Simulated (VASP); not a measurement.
Runs of VASP 6.6.1 on B4MoRu. The structure is that of space group P-43m (No. 215), or close to it. The cells are those of the table. 

```tsv
task	spin	cell	k mesh	cutoff (eV)	gap on the mesh (eV)	pressure (GPa)	moment (μB)	largest force (eV/Å)
single point	collinear, ferromagnetic start	a = 4.619 Å, 6 atoms	8 × 8 × 8	520	none	0.1	0.49	0.02
single point	off	a = 4.166 Å, 6 atoms	4 × 4 × 4	520	none	(a)	-	18.23
single point	off	a = 4.618 Å, 6 atoms	4 × 4 × 4	520	none	0.1	-	0.02
relaxation of cell and atoms	off	relaxed from a = 4.166 Å, 6 atoms	4 × 4 × 4	600	none	0.0	-	-
single point	collinear, ferromagnetic start	a = 4.618 Å, 6 atoms	4 × 4 × 4	520	none	0.3	(b)	0.02
```

Alike in all rows: level PBE; potentials or basis VASP PAW PBE potentials, release 64 (B, Mo_sv, Ru_pv); smearing gaussian 0.1 eV.

Problem. Estimate the missing entries.

Solution. (a) 90.4; (b) 0.62.

Caveats: some runs use coarse meshes; forces of over 1 eV/Å act on the atoms, so gaps and moduli don't describe the material at rest (some runs).

A k mesh can miss the band edges, and the runs leave out spin-orbit coupling on Mo, Ru.

A gap of «none» marks levels without a gap at the run's occupations.
